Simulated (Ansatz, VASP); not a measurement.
## Cu: VASP beside Ansatz

```xyz
1
Lattice="2.4226 0.0000 0.0000 0.0000 2.4226 0.0000 0.0000 0.0000 2.4226" Properties=species:S:1:pos:R:3 pbc="T T T"
Cu    0.0000    0.0000    0.0000
```

Alike in both runs: task single point; functional BLYP; k mesh 14 × 14 × 14; occupations fermi-dirac, width 0.1 eV; no spin polarisation.

|  | VASP | Ansatz |
| --- | --- | --- |
| version | VASP 6.6.1 | Ansatz 0.2.0 |
| potentials or method | VASP PAW PBE potentials, release 64 (Cu), cutoff 520 eV | plane waves (420 eV) with PAW, scalar-relativistic |
| valence electrons in the cell | 11 | 19 |

Ansatz gave:

| Quantity | Value |
| --- | --- |
| pressure (GPa) | 3.8 |

Q: Estimate VASP's values.

A: Pressure (GPa): 4.4.

VASP's potentials were made for PBE, not for BLYP. With one functional, cell and mesh, what is left measures potentials, basis and numerics. VASP's potentials hold 11 valence electrons a cell and Ansatz's 19, so a difference there can come from the potentials and not from the codes.
